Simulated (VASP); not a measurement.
NaCl: G0W0 quasiparticle levels with PBE

Crystal: NaCl.

```
Na Cl
1.0
     0.00000    2.82000    2.82000
     2.82000    0.00000    2.82000
     2.82000    2.82000    0.00000
Na Cl
1 1
Direct
  0.00000 0.00000 0.00000
  0.50000 0.50000 0.50000
```

* Program: VASP 6.6.1
* Task: G0W0 quasiparticle levels
* Functional: PBE
* Potentials or basis: VASP PAW PBE potentials, release 64 (Na_sv_GW, Cl_GW)
* Cutoff: 500 eV
* k mesh: 4 × 4 × 4
* Occupations: gaussian, width 0.01 eV
* Spin: no spin polarisation
* Dipole correction: no
* GW scheme: G0W0
* GW iterations: 1
* Cutoff of the response function: 113.3
* Frequency points: 96
* Empty bands: 218
* Further INCAR settings: ALGO = EVGW0; EDIFF = 1e-08; NBANDS = 226

| Property | Result |
| --- | --- |
| Quasiparticle gap | 7.89 eV |
| Least direct quasiparticle gap | 7.89 eV |
| Band gap of the starting levels on the mesh | 5.11 eV |
| Least direct gap of the starting levels on the mesh | 5.11 eV |

It took 2.5 min on 1 thread of AMD EPYC 9R45 96-Core Processor (Zen 5), with other jobs on the host, peak memory 0.46 GiB.

Caveat: the k points lie up to 0.48 Å⁻¹ apart; bands, screening cutoff and mesh are small and nothing is extrapolated, so the quasiparticle values aren't converged.
